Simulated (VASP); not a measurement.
# ScSi2 (P6/mmm) in VASP: single point with LDA+U

Aim: the single point of ScSi2 with LDA+U.

Everything below comes from runs of VASP 6.6.1. Logs are shortened: lines on timing, memory, paths and dates and some standing lists are left out, and cuts for length are marked.

**1. The cell of the first run**

Symmetry: P6/mmm, No. 191, hexagonal system. Conventional cell: a = 3.660 Å, b = 3.660 Å, c = 3.870 Å, α = 90.00°, β = 90.00°, γ = 120.00°. Sc (site symmetry 6/mmm) has 12 Si at 2.87 Å and 8 Sc at 3.66 to 3.87 Å within 3.9 Å. Within 2.9 Å of Si (site symmetry -6m2) lie 3 Si at 2.11 Å and 6 Sc at 2.87 Å.

**2. Single point, LDA+U**

POSCAR

```
ScSi2
1.0
    3.6600000000      0.0000000000      0.0000000000
   -1.8300000000      3.1696529779      0.0000000000
    0.0000000000      0.0000000000      3.8700000000
Sc Si
1 2
Direct
    0.0000000000      0.0000000000      0.0000000000
    0.6666666667      0.3333333333      0.5000000000
    0.3333333333      0.6666666667      0.5000000000
```

INCAR.step1

```
ALGO = Normal
EDIFF = 1E-6
ENCUT = 400
GGA = CA
GGA_COMPAT = False
ISIF = 2
ISMEAR = -1
LASPH = True
LCHARG = True
LDAU = True
LDAUJ = 0 0
LDAUL = 2 -1
LDAUPRINT = 1
LDAUTYPE = 2
LDAUU = 5.3 0
LMAXMIX = 4
LORBIT = 11
LREAL = False
LWAVE = False
NBANDS = 16
NEDOS = 2001
NELM = 200
PREC = Accurate
SIGMA = 0.1
```

KPOINTS.step1

```
k-points
0
Gamma
  8 8 7
```

INCAR.step2

```
ALGO = Normal
EDIFF = 1E-6
ENCUT = 400
GGA = CA
GGA_COMPAT = False
ICHARG = 11
ISIF = 2
ISMEAR = -5
LASPH = True
LCHARG = False
LDAU = True
LDAUJ = 0 0
LDAUL = 2 -1
LDAUPRINT = 1
LDAUTYPE = 2
LDAUU = 5.3 0
LMAXMIX = 4
LORBIT = 10
LREAL = False
LWAVE = False
NBANDS = 16
NEDOS = 1001
NELM = 200
PREC = Accurate
SIGMA = 0.1
```

KPOINTS.step2

```
k-points
0
Gamma
  12 12 11
```

Potentials or basis: VASP PAW LDA potentials, release 64 (Sc_sv, Si).

On the command line:

```
cat potpaw_LDA.64/Sc_sv/POTCAR potpaw_LDA.64/Si/POTCAR > POTCAR
cp INCAR.step1 INCAR
cp KPOINTS.step1 KPOINTS
mpirun -np 1 vasp_std > vasp.out
cp INCAR.step2 INCAR
cp KPOINTS.step2 KPOINTS
mpirun -np 1 vasp_std > vasp.out
```

OUTCAR:

```text
EDIFF = 1E-6
   ENCUT = 400
   GGA = CA
   ICHARG = 11
   ISIF = 2
   ISMEAR = -5
   LASPH = True
   LORBIT = 10
   LREAL = False
   NELM = 200
   PREC = Accurate

 ion  position               nearest neighbor table
   1  0.000  0.000  0.000-   2 2.87   3 2.87   2 2.87   3 2.87   2 2.87   2 2.87   3 2.87   3 2.87
                             2 2.87   2 2.87   3 2.87   3 2.87
   2  0.667  0.333  0.500-   3 2.11   3 2.11   3 2.11   1 2.87   1 2.87   1 2.87   1 2.87   1 2.87
                             1 2.87
   3  0.333  0.667  0.500-   2 2.11   2 2.11   2 2.11   1 2.87   1 2.87   1 2.87   1 2.87   1 2.87
                             1 2.87

  LATTYP: Found a hexagonal cell.
 ALAT       =     3.6600000000
 C/A-ratio  =     1.0573770492

  Lattice vectors:

 A1 = (   3.6600000000,   0.0000000000,   0.0000000000)
 A2 = (  -1.8300000000,   3.1696529779,   0.0000000000)
 A3 = (   0.0000000000,   0.0000000000,   3.8700000000)

Analysis of symmetry for initial positions (statically):
=====================================================================
 Subroutine PRICEL returns:
 Original cell was already a primitive cell.

 Routine SETGRP: Setting up the symmetry group for a
 hexagonal supercell.

 Subroutine GETGRP returns: Found 24 space group operations
 (whereof 24 operations were pure point group operations)
 out of a pool of 24 trial point group operations.

The static configuration has the point symmetry D_6h.

Analysis of symmetry for dynamics (positions and initial velocities):
=====================================================================
 Subroutine PRICEL returns:
 Original cell was already a primitive cell.

 Routine SETGRP: Setting up the symmetry group for a
 hexagonal supercell.

 Subroutine GETGRP returns: Found 24 space group operations
 (whereof 24 operations were pure point group operations)
 out of a pool of 24 trial point group operations.

The dynamic configuration has the point symmetry D_6h.

 Subroutine INISYM returns: Found 24 space group operations
 (whereof 24 operations are pure point group operations),
 and found     1 'primitive' translations

----------------------------------------------------------------------------------------

                                     Primitive cell

  volume of cell :      44.8956

  direct lattice vectors                    reciprocal lattice vectors
     3.660000000  0.000000000  0.000000000     0.273224044  0.157745975  0.000000000
    -1.830000000  3.169652978  0.000000000     0.000000000  0.315491950  0.000000000
     0.000000000  0.000000000  3.870000000     0.000000000  0.000000000  0.258397933

  length of vectors
     3.660000000  3.660000000  3.870000000     0.315491950  0.315491950  0.258397933

  position of ions in fractional coordinates (direct lattice)
     0.000000000  0.000000000  0.000000000
     0.666666667  0.333333333  0.500000000
     0.333333333  0.666666667  0.500000000

  ion indices of the primitive-cell ions
   primitive index   ion index
                 1           1
                 2           2
                 3           3

----------------------------------------------------------------------------------------

 KPOINTS: k-points

Automatic generation of k-mesh.
 Grid dimensions read from file:
 generate k-points for:   12   12   11
[... 52 lines left out ...]
   dimension x,y,z NGXF=    48 NGYF=   48 NGZF=   56
   ions per type =               1   2
   NGX,Y,Z   is equivalent  to a cutoff of  10.90, 10.90, 12.03 a.u.
   NGXF,Y,Z  is equivalent  to a cutoff of  21.80, 21.80, 24.06 a.u.
 SYSTEM =  unknown system
   PREC   = accura    normal or accurate (medium, high low for compatibility)
   ISTART =      0    job   : 0-new  1-cont  2-samecut
   ICHARG =     11    charge: 1-file 2-atom 10-const
   ISPIN  =      1    spin polarized calculation?
   LNONCOLLINEAR =      F non collinear calculations
   LSORBIT =      F    spin-orbit coupling
   LASPH  =      T    aspherical Exc in radial PAW
   ENCUT  =  400.0 eV  29.40 Ry    5.42 a.u.   5.97  5.97  6.31*2*pi/ulx,y,z
   NELM   =    200;   NELMIN=  2; NELMDL=  0     # of ELM steps
   EDIFF  = 0.1E-05   stopping-criterion for ELM
   LREAL  =      F    real-space projection
   EDIFFG = 0.1E-04   stopping-criterion for IOM
   NSW    =      0    number of steps for IOM
   IBRION =     -1    ionic relax: 0-MD 1-quasi-New 2-CG
   NFREE  =      0    steps in history (QN), initial steepest desc. (CG)
   ISIF   =      2    stress and relaxation
   ISYM   =      2    0-nonsym 1-usesym 2-fastsym
   POTIM  = 0.5000    time-step for ionic-motion
   TEBEG  =    0.0;   TEEND  =   0.0 temperature during run
   PSTRESS=    0.0 pullay stress
   NELECT =      19.0000    total number of electrons
   NUPDOWN=      -1.0000    fix difference up-down
   EMIN   =  10.00;   EMAX   =-10.00  energy-range for DOS
   EFERMI =   0.00;   METHOD = LEGACY
   ISMEAR =    -5;   SIGMA  =   0.10  broadening in eV -4-tet -1-fermi 0-gaus
   EFERMI_NEDOS =   21; number of points for ismear=-14 and -15
   IALGO  =     38    algorithm
   IMIX   =      4    mixing-type and parameters
     AMIX     =   0.40;   BMIX     =  1.00
     AMIX_MAG =   1.60;   BMIX_MAG =  1.00
  volume/ion in A,a.u.               =      14.97       100.99
  Fermi-wavevector in a.u.,A,eV,Ry     =   1.229112  2.322685 20.554542  1.510716
  Thomas-Fermi vector in A             =   2.364012
   LORBIT       =     10    0 simple, 1 ext, 2 COOP (PROOUT), +10 PAW based schemes
 LDA+U is selected, type is set to LDAUTYPE =  2
   angular momentum for each species LDAUL =     2   -1
   U (eV)           for each species LDAUU =   5.3  0.0
   J (eV)           for each species LDAUJ =   0.0  0.0
   GGA     = CA    functional components
   LHFCALC =     F    Hartree Fock is set to
   AEXX    =    0.0000 exact exchange contribution
   IVDW    =     0    specifies the selected vdW correction
   LEPSILON=     F    determine dielectric tensor
   LRPA    =     F    only Hartree local field effects (RPA)
 non-spin polarized calculation
 Fermi weights with tetrahedron method with Bloechl corrections
  energy-cutoff  :      400.00
  volume of cell :       44.90
 maximum number of plane-waves:       834
 NGX is ok and might be reduce to    24

atom =   1  type =  1  l = 2

 onsite density matrix

spin component  1

  0.0895  0.0000 -0.0000 -0.0000 -0.0000
  0.0000  0.1056 -0.0000 -0.0000 -0.0000
 -0.0000 -0.0000  0.0985 -0.0000  0.0000
 -0.0000 -0.0000 -0.0000  0.1056  0.0000
 -0.0000 -0.0000  0.0000  0.0000  0.0895

spin component  2

  0.0895  0.0000 -0.0000 -0.0000 -0.0000
  0.0000  0.1056 -0.0000 -0.0000 -0.0000
 -0.0000 -0.0000  0.0985 -0.0000  0.0000
 -0.0000 -0.0000 -0.0000  0.1056  0.0000
 -0.0000 -0.0000  0.0000  0.0000  0.0895

 occupancies and eigenvectors

  o =  0.0895  v =  0.0000 -0.0000 -0.0000  0.0000  1.0000  0.0000  0.0000  0.0000  0.0000  0.0000      0.0000  0.0000  0.0000  0.0000  0.0000  0.0000  0.0000  0.0000  0.0000  0.0000
  o =  0.0895  v =  0.0000  0.0000  0.0000  0.0000  0.0000  0.0000 -0.0000 -0.0000  0.0000  1.0000      0.0000  0.0000  0.0000  0.0000  0.0000  0.0000  0.0000  0.0000  0.0000  0.0000
  o =  0.0895  v =  0.0000  0.0000  0.0000  0.0000  0.0000  1.0000  0.0000  0.0000  0.0000  0.0000      0.0000  0.0000  0.0000  0.0000  0.0000  0.0000  0.0000  0.0000  0.0000  0.0000
  o =  0.0895  v =  1.0000  0.0000  0.0000  0.0000  0.0000  0.0000  0.0000  0.0000  0.0000  0.0000      0.0000  0.0000  0.0000  0.0000  0.0000  0.0000  0.0000  0.0000  0.0000  0.0000
  o =  0.0985  v =  0.0000 -0.0000  1.0000 -0.0000  0.0000  0.0000  0.0000  0.0000  0.0000  0.0000      0.0000  0.0000  0.0000  0.0000  0.0000  0.0000  0.0000  0.0000  0.0000  0.0000
  o =  0.0985  v =  0.0000  0.0000  0.0000  0.0000  0.0000  0.0000 -0.0000  1.0000 -0.0000  0.0000      0.0000  0.0000  0.0000  0.0000  0.0000  0.0000  0.0000  0.0000  0.0000  0.0000
  o =  0.1056  v =  0.0000  0.0000  0.0000  0.0000  0.0000  0.0000  0.0000  0.0000  1.0000 -0.0000      0.0000  0.0000  0.0000  0.0000  0.0000  0.0000  0.0000  0.0000  0.0000  0.0000
  o =  0.1056  v =  0.0000  0.0000  0.0000  1.0000 -0.0000  0.0000  0.0000  0.0000  0.0000  0.0000      0.0000  0.0000  0.0000  0.0000  0.0000  0.0000  0.0000  0.0000  0.0000  0.0000
  o =  0.1056  v =  0.0000  0.0000  0.0000  0.0000  0.0000  0.0000  1.0000  0.0000 -0.0000  0.0000      0.0000  0.0000  0.0000  0.0000  0.0000  0.0000  0.0000  0.0000  0.0000  0.0000
  o =  0.1056  v =  0.0000  1.0000  0.0000 -0.0000  0.0000  0.0000  0.0000  0.0000  0.0000  0.0000      0.0000  0.0000  0.0000  0.0000  0.0000  0.0000  0.0000  0.0000  0.0000  0.0000

 number of electron      18.9999998 magnetization

 Free energy of the ion-electron system (eV)
  ---------------------------------------------------
  ext. energy  EPLUGINS =         0.00000000
  ---------------------------------------------------
  free energy    TOTEN  =       -16.71668703 eV

  energy without entropy =      -16.71668703  energy(sigma->0) =      -16.71668703

 E-fermi :   9.5843     XC(G=0): -11.4403

 val. band max:        9.6347261670   @ k =   0.2500  -0.0000   0.2727
 cond. band min:       9.5260084557   @ k =   0.0000   0.0000   0.1818
 fundamental gap:     -0.1087177113
 Fermi energy:         9.5843372309

 k-point     1 :       0.0000    0.0000    0.0000
  band No.  band energies     occupation
      1     -40.9988      2.00000
      2     -19.9848      2.00000
      3     -19.9191      2.00000
      4     -19.9191      2.00000
      5      -4.4522      2.00000
      6       5.7470      2.00000
[... 433 lines left out ...]
      3     -19.9752      2.00000
      4     -19.9394      2.00000
      5      -2.8512      2.00000
      6       1.6043      2.00000
[... 8 lines left out ...]
     15      14.0225      0.00000
     16      15.2923      0.00000

 [... further k-points ...]
[... 5 lines left out ...]
  --------------------------------------------------------------------------------------
  -------------------------------------------------------------------------------------
  Total        9.9990387      9.9990387      1.1717829      0.0000000      0.0000000      0.0000000
  in kB      356.8330447    356.8330447     41.8171053      0.0000000      0.0000000      0.0000000
  external PRESSURE =     251.8277316 kB  Pullay stress =       0.0000000 kB

 VOLUME and BASIS-vectors are now :
 -----------------------------------------------------------------------------
  energy-cutoff  :      400.00
  volume of cell :       44.90
      direct lattice vectors                 reciprocal lattice vectors
     3.660000000  0.000000000  0.000000000     0.273224044  0.157745975  0.000000000
    -1.830000000  3.169652978  0.000000000     0.000000000  0.315491950  0.000000000
     0.000000000  0.000000000  3.870000000     0.000000000  0.000000000  0.258397933

 POSITION                                       TOTAL-FORCE (eV/Angst)
 -----------------------------------------------------------------------------------
      0.00000      0.00000      0.00000        -0.000000      0.000000      0.000000
      1.83000      1.05655      1.93500         0.000000     -0.000000      0.000000
     -0.00000      2.11310      1.93500        -0.000000      0.000000      0.000000
 -----------------------------------------------------------------------------------
    total drift:                               -0.000000      0.000000     -0.000000

  FREE ENERGIE OF THE ION-ELECTRON SYSTEM (eV)
  ---------------------------------------------------
  free  energy   TOTEN  =       -16.7166870310 eV

  energy  without entropy=      -16.7166870310  energy(sigma->0) =      -16.71668703

 total charge

# of ion       s       p       d       tot
------------------------------------------
    1        2.187   6.155   0.955   9.297
    2        0.771   1.116   0.000   1.887
    3        0.771   1.116   0.000   1.887
--------------------------------------------------
tot          3.728   8.388   0.955  13.071
```

It took 32 s on 1 thread of AMD EPYC 7R13 (Zen 3), shared host; peak memory 0.14 GiB.

Results:

* Valence electrons inside the program's atomic spheres: Sc 9.30; Si 1.89

Levels at points of the mesh, in eV from the Fermi level:
```tsv
k point	band 5	band 6	band 7	band 8	band 9	band 10	band 11	band 12	band 13	band 14
(0.00, 0.00, 0.00)	-14.04	-3.84	-3.50	-3.50	-2.15	0.82	0.82	0.93	2.07	2.07
(0.50, 0.00, 0.00)	-11.09	-9.96	-4.68	-3.20	-2.75	0.20	1.10	2.23	2.26	2.95
```

Eigenvalues of the final occupation matrices:
| site | spin | trace | eigenvalues |
| --- | --- | --- | --- |
| site 1 d | 1 | 0.49 | 0.09 0.09 0.10 0.11 0.11 |
| site 1 d | 2 | 0.49 | 0.09 0.09 0.10 0.11 0.11 |

Caveat: U without spin polarisation on a metal has little footing; the U is typed as a test and isn't derived for this compound; tetrahedron occupations give inexact forces and stress in metals.
